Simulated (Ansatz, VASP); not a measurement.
As: VASP beside Ansatz

```xyz
2
Lattice="1.8797 1.0853 3.4858 -1.8797 1.0853 3.4858 0.0000 -2.1705 3.4858" Properties=species:S:1:pos:R:3 pbc="T T T"
As    0.0000    0.0000    2.3795
As    0.0000    0.0000    8.0779
```

Alike in both runs: task electric field gradients; functional LDA; k mesh 13 × 13 × 13; occupations fermi-dirac, width 0.05 eV; no spin polarisation.

```csv
,VASP,Ansatz
version,VASP 6.6.1,Ansatz 0.2.0
potentials or method,"VASP PAW LDA potentials, release 64 (As)","PAW with Ansatz's default frozen-core files, scalar-relativistic"
plane-wave cutoff (eV),520,420
valence electrons in the cell,10,30
```

|  | VASP | Ansatz | Ansatz less VASP |
| --- | --- | --- | --- |
| pressure (GPa) | -1.1 | -1.5 | -0.42 |
| traceless stress, the component that is largest in VASP (GPa) | -0.72 | -0.59 | +0.123 |
| rms of the force components (eV/Å) | 0.080 | 0.041 | -0.0396 |
| size of Vzz on the site where it differs most (V/Å²) | 45.8 | 48.3 | +2.48 |

LDA's correlation is that of Perdew and Zunger in VASP and of Perdew and Wang (1992) in Ansatz. Atom by atom the forces differ by 0.040 eV/Å (rms over components). VASP's potentials hold 10 valence electrons a cell and Ansatz's 30, so a difference there can come from the potentials and not from the codes.
